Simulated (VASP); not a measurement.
A run of VASP 6.6.1 is set up as follows.

Contents of INCAR:

```
ALGO     = Normal         # electronic algorithm
EDIFF    = 1E-7           # SCF threshold, eV
ENCUT    = 520            # plane-wave cutoff, eV
GGA      = RP             # functional
ISIF     = 2              # what is computed and relaxed
ISMEAR   = -1             # smearing method
LASPH    = T              # aspherical terms in the spheres
LCHARG   = F              # write CHGCAR
LREAL    = F              # projectors in reciprocal space
LWAVE    = F              # write WAVECAR
NBANDS   = 9              # bands
NELM     = 60             # most SCF steps
PREC     = Accurate       # precision mode
SIGMA    = 0.1            # smearing width, eV
```

KPOINTS

```
k-points
0
Gamma
  12 12 12
```

File POSCAR:

```
Se
1.0
    2.7362373638      0.0000000000      0.0000000000
    0.0000000000      2.7362373638      0.0000000000
    0.0000000000      0.0000000000      2.7362373638
Se
1
Direct
    0.0000000000      0.0000000000      0.0000000000
```

Potentials or basis: VASP PAW PBE potentials, release 64 (Se).

The run is started by

```bash
$ cat potpaw_PBE.64/Se/POTCAR > POTCAR
$ mpirun -np 1 vasp_std > vasp.out
```

Problem. What does it give for the pressure?

Solution. 11.2 GPa.

Problem. Estimate the band gap on the k mesh.

Solution. Zero (band 3 reaches 9.26 eV, above the bottom of band 4 at 2.29 eV).

Caveat: the PAW data sets were made with another functional, which shifts forces and pressure a little.
